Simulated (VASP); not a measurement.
Wanted: the native input for a VASP 6.6.1 run.

- Task: single point
- Functional: r2SCAN
- Potentials or basis: VASP PAW PBE potentials, release 64 (Pt)
- Cutoff: 520 eV
- k mesh: 20 × 20 × 20
- Occupations: fermi-dirac, width 0.15 eV
- Spin: no spin polarisation
- Dipole correction: no
- Further INCAR settings: ALGO = Normal; EDIFF = 1e-06; NBANDS = 11

Pt:

```
CELL_PARAMETERS angstrom
0.00000 1.97187 1.97187
1.97187 0.00000 1.97187
1.97187 1.97187 0.00000
ATOMIC_POSITIONS crystal
Pt 0.00000 0.00000 0.00000
```

One way to write it, as run:

POSCAR

```
Pt
1.0
    0.0000000000      1.9718704549      1.9718704549
    1.9718704549      0.0000000000      1.9718704549
    1.9718704549      1.9718704549      0.0000000000
Pt
1
Direct
    0.0000000000      0.0000000000      0.0000000000
```

INCAR.step1

```
ALGO = Normal
EDIFF = 1E-4
ENCUT = 520
GGA = PE
ISMEAR = -1
LASPH = True
LCHARG = False
LREAL = False
LWAVE = True
NBANDS = 11
NELM = 60
PREC = Accurate
SIGMA = 0.15
```

INCAR.step2

```
ALGO = Normal
EDIFF = 1E-6
ENCUT = 520
ISIF = 2
ISMEAR = -1
ISTART = 1
LASPH = True
LCHARG = False
LMIXTAU = True
LREAL = False
LWAVE = False
METAGGA = R2SCAN
NBANDS = 11
NELM = 60
PREC = Accurate
SIGMA = 0.15
```

KPOINTS

```
k-points
0
Gamma
  20 20 20
```

Potentials or basis: VASP PAW PBE potentials, release 64 (Pt).

Launch:

```console
$ cat potpaw_PBE.64/Pt/POTCAR > POTCAR
$ cp INCAR.step1 INCAR
$ mpirun -np 1 vasp_std > vasp.out
$ cp INCAR.step2 INCAR
$ mpirun -np 1 vasp_std > vasp.out
```

Results of the run:

| Item | Value |
| --- | --- |
| Pressure | 0.7 GPa |
| Band gap on the k mesh | zero (band 5 reaches 11.21 eV, above the bottom of band 6 at 8.89 eV) |

Caveat: the PAW data sets were made with another functional, which shifts forces and pressure a little; spin-orbit coupling is left out, which moves the levels of the heavy elements.

Wall time 80 s on 1 thread of Intel(R) Xeon(R) Platinum 8375C CPU @ 2.90GHz (Ice Lake), with other jobs on the host, peak memory 0.18 GiB.
